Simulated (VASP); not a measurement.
# TePbS4 (F-43m) in VASP: notebook, part 2 of 2

VASP 6.6.1. Earlier steps stand in the parts before.

**3. Relaxation of cell and atoms, PBE**

This run uses another cell than the first one, of 29.48 Å³/atom, 1.159 times its volume.

The input, INCAR:

```
PREC     = Accurate       # precision mode
ENCUT    = 500            # plane-wave cutoff, eV
EDIFF    = 1E-7           # SCF threshold, eV
ISMEAR   = 0              # smearing method
SIGMA    = 0.15           # smearing width, eV
LREAL    = False          # projectors in reciprocal space
LASPH    = True           # aspherical terms in the spheres
NELM     = 120            # most SCF steps
ALGO     = Normal         # electronic algorithm
ISIF     = 3              # what is computed and relaxed
LWAVE    = False          # write WAVECAR
LCHARG   = False          # write CHGCAR
GGA      = PE             # functional
IBRION   = 2              # ionic algorithm
NSW      = 36             # ionic steps
EDIFFG   = -0.08          # ionic threshold
GGA_COMPAT= False        
NELMIN   = 4
```

The input, KPOINTS:

```
Automatic mesh
0
Gamma
  3 3 3
```

The input, POSCAR:

```
TePbS4
1.0
    0.0000000000      4.4553212300      4.4553212300
    4.4553212300      0.0000000000      4.4553212300
    4.4553212300      4.4553212300      0.0000000000
Te Pb S
1 1 4
Direct
    0.5000000000      0.5000000000      0.5000000000
    0.2500000000      0.2500000000      0.2500000000
    0.9251691400      0.9251691400      0.9251691400
    0.9251691400      0.9251691400      0.2244925700
    0.9251691400      0.2244925700      0.9251691400
    0.2244925700      0.9251691400      0.9251691400
```

Potentials or basis: VASP PAW PBE potentials, release 64 (Te, Pb_d, S).

Run with:

```sh
cat potpaw_PBE.64/Te/POTCAR potpaw_PBE.64/Pb_d/POTCAR potpaw_PBE.64/S/POTCAR > POTCAR
mpirun -np 1 vasp_std > vasp.out
```

OUTCAR:

```text
PREC = Accurate
   ENCUT = 500
   EDIFF = 1E-7
   ISMEAR = 0
   LREAL = False
   LASPH = True
   NELM = 120
   ISIF = 3
   GGA = PE
   IBRION = 2
   NSW = 36
   EDIFFG = -0.08
   NELMIN = 4

 ion  position               nearest neighbor table
   1  0.500  0.500  0.500-   2 3.86   2 3.86   2 3.86   2 3.86
   2  0.250  0.250  0.250-   1 3.86   1 3.86   1 3.86   1 3.86
   3  0.925  0.925  0.925-   4 1.89   5 1.89   6 1.89
   4  0.925  0.925  0.224-   3 1.89   5 1.89   6 1.89
   5  0.925  0.224  0.925-   3 1.89   4 1.89   6 1.89
   6  0.224  0.925  0.925-   3 1.89   4 1.89   5 1.89

  LATTYP: Found a face centered cubic cell.
 ALAT       =     8.9106424600

  Lattice vectors:

 A1 = (   0.0000000000,   4.4553212300,   4.4553212300)
 A2 = (   4.4553212300,   0.0000000000,   4.4553212300)
 A3 = (   4.4553212300,   4.4553212300,   0.0000000000)

Analysis of symmetry for initial positions (statically):
=====================================================================
 Subroutine PRICEL returns:
 Original cell was already a primitive cell.

 Routine SETGRP: Setting up the symmetry group for a
 face centered cubic supercell.

[... 146 lines left out ...]

 number of electron      43.9999997 magnetization

 Free energy of the ion-electron system (eV)
  ---------------------------------------------------
  ext. energy  EPLUGINS =         0.00000000
  ---------------------------------------------------
  free energy    TOTEN  =       -10.42620241 eV

  energy without entropy =      -10.33379814  energy(sigma->0) =      -10.38000028

------------------------ aborting loop because EDIFF is reached ----------------------------------------

  FORCE on cell =-STRESS in cart. coord.  units (eV):
  Direction    XX          YY          ZZ          XY          YZ          ZX
  --------------------------------------------------------------------------------------
  -------------------------------------------------------------------------------------
  Total       19.0910275     19.0910275     19.0910275     -0.0000000     -0.0000000      0.0000000
  in kB      172.9309878    172.9309878    172.9309878     -0.0000000     -0.0000000      0.0000000
  external PRESSURE =     172.9309878 kB  Pullay stress =       0.0000000 kB
[... 350 lines left out ...]
     25       4.5612      0.00000
     26       4.7579      0.00000

[... ionic steps 4 to 18 ...]

--------------------------------------- Ionic step       19  -------------------------------------------

 number of electron      43.9999999 magnetization

------------------------ aborting loop because EDIFF is reached ----------------------------------------
[... 75 lines left out ...]
--------------------------------------- Ionic step       21  -------------------------------------------

 number of electron      44.0000002 magnetization

 Free energy of the ion-electron system (eV)
  ---------------------------------------------------
  ext. energy  EPLUGINS =         0.00000000
  ---------------------------------------------------
  free energy    TOTEN  =       -18.94543386 eV

  energy without entropy =      -18.87068883  energy(sigma->0) =      -18.90806135

 E-fermi :   6.7908     XC(G=0): -10.4528

 val. band max:        6.7681929225   @ k =   0.3333   0.3333   0.0000
 cond. band min:       6.9155916439   @ k =  -0.3333   0.3333   0.0000
 fundamental gap:      0.1473987214
 Fermi energy:         6.7908004191
[... 147 lines left out ...]
  FREE ENERGIE OF THE ION-ELECTRON SYSTEM (eV)
  ---------------------------------------------------
  free  energy   TOTEN  =       -18.9454338640 eV

  energy  without entropy=      -18.8706888317  energy(sigma->0) =      -18.90806135

 reached required accuracy - stopping structural energy minimisation
```

OSZICAR:

```text
N       E                     dE             d eps       ncg     rms          rms(c)
DAV:   1     0.390838292484E+03    0.39084E+03   -0.18789E+04   208   0.149E+03
DAV:   2     0.331027842989E+02   -0.35774E+03   -0.35000E+03   248   0.343E+02
DAV:   3    -0.911864953804E+01   -0.42221E+02   -0.41367E+02   256   0.127E+02
[... 286 lines left out ...]
DAV:   7    -0.189454341892E+02   -0.22823E-05   -0.16705E-05   272   0.200E-02    0.111E-02
DAV:   8    -0.189454345393E+02   -0.35013E-06   -0.14573E-06   226   0.848E-03    0.745E-03
DAV:   9    -0.189454339990E+02    0.54026E-06   -0.31961E-07   206   0.303E-03    0.974E-04
DAV:  10    -0.189454338830E+02    0.11602E-06   -0.60726E-08   104   0.167E-03    0.275E-04
DAV:  11    -0.189454338640E+02    0.18981E-07   -0.96169E-09   104   0.844E-04
  21 F= -.18945434E+02 E0= -.18908061E+02  d E =-.110530E-01
```

Wall time 6.3 min (1 thread of Intel Xeon Platinum 8488C (Sapphire Rapids), shared host); peak memory 0.35 GiB.

Results:

```
Free energy                            : -18.9454 eV
Relaxed volume                         : 21.16 Å³/atom
Relaxed cell                           : a = 5.641 Å, b = 5.641 Å, c = 5.641 Å, α = 60.00°, β = 60.00°, γ = 60.00°
Space group after relaxing (to 0.05 Å) : F-43m (No. 216)
Energy gained by relaxing              : 1419.9 meV/atom
Ionic steps                            : 21
Pressure after relaxing                : 0.1 GPa
Largest force after relaxing           : 0.066 eV/Å
Band gap on the k mesh                 : zero (band 22 reaches 7.75 eV, above the bottom of band 23 at 6.77 eV)
```

Forces in eV/Å, atoms in the order of the input:
```
Te   0.000  0.000  0.000
Pb   0.000  0.000  0.000
S   -0.038 -0.038 -0.038
S    0.038  0.038 -0.038
S    0.038 -0.038  0.038
S   -0.038  0.038  0.038
```

The path:
```
step  energy change (eV)  largest force (eV/Å)  pressure (GPa)  volume (Å³)
   1              0.0000               15.6471           17.29       176.88
   2             -1.2158                0.1422           -7.18       271.47
   3             -1.7886                0.5201           -7.51       261.07
   4             -2.5242                0.9161           -7.84       250.36
   5             -5.9093                0.9846           -7.13       211.49
   6             -6.4928                1.5743           -2.64       193.67
   7             -6.5455                0.3867           -4.63       199.09
   8             -6.5600                0.7066           -4.08       197.39
   9             -6.5596                0.7935           -3.93       196.97
  10             -7.1191                1.0674           -3.37       178.80
  11             -7.9954                2.1549            4.49       131.04
  12             -8.2276                1.4613            4.27       126.84
  13             -8.3629                0.7786            4.62       121.13
  14             -8.3712                0.6725            4.78       119.59
  15             -8.4705                0.4061            2.36       124.05
  16             -8.5070                0.1015           -0.40       130.28
  17             -8.5082                0.1428           -0.02       129.34
  18             -8.5082                0.1518            0.06       129.14
  19             -8.5099                0.1381            0.06       128.92
  20             -8.5140                0.1035            0.07       128.25
  21             -8.5192                0.0661            0.09       126.93
```

Final structure:
```
CELL_PARAMETERS angstrom
0.00000 3.98885 3.98885
3.98885 0.00000 3.98885
3.98885 3.98885 0.00000
ATOMIC_POSITIONS crystal
Te 0.50000 0.50000 0.50000
Pb 0.25000 0.25000 0.25000
S 0.88782 0.88782 0.88782
S 0.88782 0.88782 0.33653
S 0.88782 0.33653 0.88782
S 0.33653 0.88782 0.88782
```

Levels at points of the mesh, in eV from the Fermi level:
| k point | band 20 | band 21 | band 22 | band 23 | band 24 | band 25 |
| --- | --- | --- | --- | --- | --- | --- |
| (0.00, 0.00, 0.00) | -2.08 | 0.96 | 0.96 | 0.96 | 1.59 | 1.59 |

Caveat: the k points lie up to 0.45 Å⁻¹ apart in the final cell; the volume moved by over 15 % at a fixed basis, so the end points are rough; spin-orbit coupling is left out, which moves the levels of the heavy elements; the relaxation stopped at a loose force limit of 0.08 eV/Å, so its end isn't a converged minimum.
